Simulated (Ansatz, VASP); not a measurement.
## Two plane-wave programs on Mn

```xyz
2
Lattice="2.4836 0.0000 0.0000 -1.2418 2.1509 0.0000 0.0000 0.0000 3.9054" Properties=species:S:1:pos:R:3 pbc="T T T"
Mn    1.2418    0.7170    2.9291
Mn    0.0000    1.4339    0.9764
```

Change from the starting cell: strain +0.000 along x and y, -0.030 along z, atoms carried along.

Alike in both runs: task single point; functional PBEsol; k mesh 21 × 21 × 12; occupations gaussian, width 0.15 eV; no spin polarisation.

|  | VASP | Ansatz |
| --- | --- | --- |
| version | VASP 6.6.1 | Ansatz 0.2.0 |
| potentials or method | VASP PAW PBE potentials, release 64 (Mn_pv), cutoff 520 eV | scalar-relativistic, plane waves, PAW |
| valence electrons in the cell | 26 | 30 |

Ansatz gave:

| Property | Result |
| --- | --- |
| gap on the k mesh at the Fermi level (eV) | none |
| pressure (GPa) | -3.0 |
| traceless stress, the component that is largest in VASP (GPa) | 6.53 |

Problem. Estimate VASP's values.

Solution. gap on the k mesh at the Fermi level (eV): none; pressure (GPa): -3.1; traceless stress, the component that is largest in VASP (GPa): 6.35.

VASP's potentials were made for PBE, not for PBEsol. A gap of «none» marks a metal or a gap that the smearing closes. VASP's potentials hold 26 valence electrons a cell and Ansatz's 30, so a difference there can come from the potentials and not from the codes.
